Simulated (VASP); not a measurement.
Here is a VASP 6.6.1 calculation.

The input INCAR:

```
PREC = Accurate
ENCUT = 520
EDIFF = 1E-6
ISMEAR = 0
SIGMA = 0.01
LREAL = F
LASPH = T
NELM = 80
ALGO = Normal
ISIF = 2
LWAVE = F
LCHARG = F
GGA = PE
NBANDS = 11
```

Contents of KPOINTS:

```
Automatic mesh
0
Gamma
  8 8 8
```

File POSCAR:

```
BP
1.0
    0.0000000000      2.2537713532      2.2537713532
    2.2537713532      0.0000000000      2.2537713532
    2.2537713532      2.2537713532      0.0000000000
B P
1 1
Direct
    0.0000000000      0.0000000000      0.0000000000
    0.2500000000      0.2500000000      0.2500000000
```

Potentials or basis: VASP PAW PBE potentials, release 64 (B, P).

Launch:

```console
$ cat potpaw_PBE.64/B/POTCAR potpaw_PBE.64/P/POTCAR > POTCAR
$ mpirun -np 1 vasp_std > vasp.out
```

(1) What does it give for the band gap on the k mesh?

(2) Estimate the pressure.

Results:

(1) 1.24 eV, indirect (least direct gap 3.43 eV).

(2) 4.4 GPa.
